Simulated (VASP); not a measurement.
# Ge (P6_3/mmc) in VASP: a series of runs, part 2 of 2

VASP 6.6.1.

### Step 3. Single point, PBE (zz strain of -3 %)

Contents of INCAR:

```
SYSTEM = Ge
  ALGO = Normal
  EDIFF = 1E-6
  ENCUT = 520
  GGA = PE
  ISIF = 2
  ISMEAR = -1
  LASPH = .TRUE.
  LCHARG = .TRUE.
  LELF = .TRUE.
  LREAL = .FALSE.
  LVHAR = .TRUE.
  LWAVE = .FALSE.
  NBANDS = 36
  NELM = 60
  PREC = Accurate
  SIGMA = 0.05
```

Contents of KPOINTS:

```
k-points
0
G
  11 11 6
  0 0 0
```

Contents of POSCAR:

```
Ge
1.0
    3.9975858431      0.0000000000      0.0000000000
   -1.9987929216      3.4620108940      0.0000000000
    0.0000000000      0.0000000000      6.4013966115
Ge
4
Direct
    0.6666666667      0.3333333333      0.0629012500
    0.3333333333      0.6666666667      0.5629012500
    0.6666666667      0.3333333333      0.4370987500
    0.3333333333      0.6666666667      0.9370987500
```

Potentials or basis: VASP PAW PBE potentials, release 64 (Ge_d).

Run with:

```bash
$ cat potpaw_PBE.64/Ge_d/POTCAR > POTCAR
$ mpirun -np 1 vasp_std > vasp.out
```

OUTCAR:

```text
SYSTEM = Ge
   EDIFF = 1E-6
   ENCUT = 520
   GGA = PE
   ISIF = 2
   ISMEAR = -1
   LASPH = .TRUE.
   LREAL = .FALSE.
   NELM = 60
   PREC = Accurate

 ion  position               nearest neighbor table
   1  0.667  0.333  0.063-   3 2.40   4 2.44   4 2.44   4 2.44
   2  0.333  0.667  0.563-   4 2.40   3 2.44   3 2.44   3 2.44
   3  0.667  0.333  0.437-   1 2.40   2 2.44   2 2.44   2 2.44
   4  0.333  0.667  0.937-   2 2.40   1 2.44   1 2.44   1 2.44

  LATTYP: Found a hexagonal cell.
 ALAT       =     3.9975858431
 C/A-ratio  =     1.6013156097

  Lattice vectors:

 A1 = (   3.9975858431,   0.0000000000,   0.0000000000)
 A2 = (  -1.9987929216,   3.4620108940,   0.0000000000)
 A3 = (   0.0000000000,   0.0000000000,   6.4013966115)

Analysis of symmetry for initial positions (statically):
=====================================================================
 Subroutine PRICEL returns:
 Original cell was already a primitive cell.

 Routine SETGRP: Setting up the symmetry group for a
 hexagonal supercell.

 Subroutine GETGRP returns: Found 24 space group operations
 (whereof 12 operations were pure point group operations)
 out of a pool of 24 trial point group operations.

[... 169 lines left out ...]

 val. band max:        5.2086138955   @ k =   0.0909   0.0000   0.0000
 cond. band min:       5.3773092014   @ k =   0.0000   0.0000   0.3333
 fundamental gap:      0.1686953059
 Fermi energy:         5.2892046548

 k-point     1 :       0.0000    0.0000    0.0000
  band No.  band energies     occupation
      1     -19.6732      2.00000
      2     -19.6732      2.00000
      3     -19.6634      2.00000
      4     -19.6428      2.00000
      5     -19.6251      2.00000
      6     -19.6251      2.00000
[... 925 lines left out ...]
     35      11.5506      0.00000
     36      12.2518      0.00000

 [... further k-points ...]

------------------------ aborting loop because EDIFF is reached ----------------------------------------

  FORCE on cell =-STRESS in cart. coord.  units (eV):
  Direction    XX          YY          ZZ          XY          YZ          ZX
  --------------------------------------------------------------------------------------
  -------------------------------------------------------------------------------------
  Total        1.7926578      1.7926578      5.2336353     -0.0000000      0.0000000      0.0000000
  in kB       32.4195529     32.4195529     94.6483566     -0.0000000      0.0000000      0.0000000
  external PRESSURE =      53.1624875 kB  Pullay stress =       0.0000000 kB

 VOLUME and BASIS-vectors are now :
 -----------------------------------------------------------------------------
  energy-cutoff  :      520.00
  volume of cell :       88.59
      direct lattice vectors                 reciprocal lattice vectors
     3.997585843  0.000000000  0.000000000     0.250150976  0.144424733  0.000000000
    -1.998792922  3.462010894  0.000000000     0.000000000  0.288849467  0.000000000
     0.000000000  0.000000000  6.401396612     0.000000000  0.000000000  0.156215910

 POSITION                                       TOTAL-FORCE (eV/Angst)
 -----------------------------------------------------------------------------------
      1.99879      1.15400      0.40266         0.000000     -0.000000     -0.353694
     -0.00000      2.30801      3.60335        -0.000000      0.000000     -0.353694
      1.99879      1.15400      2.79804         0.000000     -0.000000      0.353694
     -0.00000      2.30801      5.99874        -0.000000      0.000000      0.353694
 -----------------------------------------------------------------------------------
    total drift:                                0.000000     -0.000000      0.000000

  FREE ENERGIE OF THE ION-ELECTRON SYSTEM (eV)
  ---------------------------------------------------
  free  energy   TOTEN  =       -17.8636689891 eV

  energy  without entropy=      -17.8627891003  energy(sigma->0) =      -17.86322904
```

Run time: 4.5 min. Hardware: 1 thread of Intel Xeon 8259CL, shared host; peak memory 0.29 GiB.

Results:

```
Free energy            : -17.8637 eV
Pressure               : 5.3 GPa
Largest force          : 0.354 eV/Å
Band gap on the k mesh : zero (bands 28 and 29 overlap by 0.22 eV)
```

Forces on the atoms (eV/Å):
```
Ge   0.000  0.000 -0.354
Ge   0.000  0.000 -0.354
Ge   0.000  0.000  0.354
Ge   0.000  0.000  0.354
```

Caveat: the cell differs from its parent crystal (zz strain of -3 %); the cell stands under pressure; semilocal functionals underestimate gaps, so a narrow gap can read as zero.

### Step 4. Single point, PBE (zz strain of -1 %)

Contents of INCAR:

```
  ALGO = Normal
  EDIFF = 1E-7
  ENCUT = 520
  GGA = PE
  ISIF = 2
  ISMEAR = -1
  LASPH = True
  LCHARG = False
  LREAL = False
  LWAVE = False
  NBANDS = 36
  NELM = 60
  PREC = Accurate
  SIGMA = 0.05
```

Contents of KPOINTS:

```
k-points
0
Gamma
  11 11 6
```

POSCAR, as its differences from that of step 3:

```diff
@@ -4,3 +4,3 @@
    -1.9987929216      3.4620108940      0.0000000000
-    0.0000000000      0.0000000000      6.4013966115
+    0.0000000000      0.0000000000      6.5333841705
 Ge
```

Run with:

```bash
$ cat potpaw_PBE.64/Ge_d/POTCAR > POTCAR
$ mpirun -np 1 vasp_std > vasp.out
```

It took 4.1 min on 1 thread of Intel Xeon 8259CL, shared host; peak memory 0.29 GiB.

It converged, with:

```
Free energy            : -17.9448 eV
Pressure               : 3.6 GPa
Largest force          : 0.098 eV/Å
Band gap on the k mesh : zero (bands 28 and 29 overlap by 0.17 eV)
```

Forces on the atoms (eV/Å):
```
Ge   0.000  0.000 -0.098
Ge   0.000  0.000 -0.098
Ge   0.000  0.000  0.098
Ge   0.000  0.000  0.098
```

Stress tensor (GPa, compression positive):
```
3.00 0.00 0.00
0.00 3.00 0.00
0.00 0.00 4.79
```

Levels at points of the mesh, in eV from the Fermi level:
```tsv
k point	band 25	band 26	band 27	band 28	band 29	band 30	band 31	band 32
(0.00, 0.00, 0.00)	-1.58	-0.19	-0.18	0.08	0.09	0.09	2.17	2.17
(0.00, 0.00, 0.50)	-0.94	-0.94	-0.94	-0.94	0.63	0.63	3.31	3.31
```

Caveat: the cell differs from its parent crystal (zz strain of -1 %); the cell stands under pressure; semilocal functionals underestimate gaps, so a narrow gap can read as zero.

### Step 5. Summary

```tsv
cell	gap on the mesh (eV)	pressure (GPa)	largest force (eV/Å)
a = 3.998, b = 3.998, c = 6.797 Å, angles 90.0, 90.0, 120.0°, 4 atoms	none	0.9	0.23
a = 3.998, b = 3.998, c = 6.401 Å, angles 90.0, 90.0, 120.0°, 4 atoms	none	5.3	0.35
a = 3.998, b = 3.998, c = 6.533 Å, angles 90.0, 90.0, 120.0°, 4 atoms	none	3.6	0.10
```

Alike in all rows: task single point; level PBE; potentials or basis VASP PAW PBE potentials, release 64 (Ge_d); no spin polarisation; k mesh 11 × 11 × 6; cutoff (eV) 520; smearing fermi-dirac 0.05 eV.

Caveats: semilocal functionals underestimate gaps, so a narrow gap can read as zero; the cell stands under pressure (at least some runs).

Absolute energies hang on the potentials; compare differences alone.
